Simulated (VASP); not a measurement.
Here is a VASP 6.6.1 calculation.

Contents of POSCAR:

```
CoSi
1.0
    2.7813340000      0.0000000000      0.0000000000
    0.0000000000      2.7813340000      0.0000000000
    0.0000000000      0.0000000000      2.7813340000
Co Si
1 1
Direct
    0.0000000000      0.0000000000      0.0000000000
    0.5000000000      0.5000000000      0.5000000000
```

INCAR.step1

```
ALGO = Normal
EDIFF = 1E-5
ENCUT = 520
GGA = PE
ISIF = 2
ISMEAR = -1
ISPIN = 2
LASPH = T
LCHARG = F
LMAXMIX = 4
LORBIT = 11
LREAL = F
LWAVE = T
MAGMOM = 2 0
NBANDS = 18
NELM = 150
PREC = Accurate
SIGMA = 0.05
```

File INCAR.step2:

```
ALGO = Normal
EDIFF = 1E-7
ENCUT = 520
GGA = PE
HFSCREEN = 0.2079
ISIF = 2
ISMEAR = -1
ISPIN = 2
ISTART = 1
LASPH = T
LCHARG = F
LHFCALC = T
LMAXMIX = 4
LORBIT = 11
LREAL = F
LWAVE = F
MAGMOM = 2 0
NBANDS = 18
NELM = 150
PREC = Accurate
PRECFOCK = Normal
SIGMA = 0.05
```

KPOINTS

```
k-points
0
Gamma
  5 5 5
```

Potentials or basis: VASP PAW PBE potentials, release 64 (Co, Si).

Run with:

```sh
$ cat potpaw_PBE.64/Co/POTCAR potpaw_PBE.64/Si/POTCAR > POTCAR
$ cp INCAR.step1 INCAR
$ mpirun -np 1 vasp_std > vasp.out
$ cp INCAR.step2 INCAR
$ mpirun -np 1 vasp_std > vasp.out
```

**Question.** What does it give for the net moment?

**Answer.** 0.87 μB per cell.

**Question.** What does it give for the pressure?

**Answer.** -3.2 GPa.

Caveat: the k points lie up to 0.45 Å⁻¹ apart; the PAW data sets were made with another functional, which shifts forces and pressure a little.
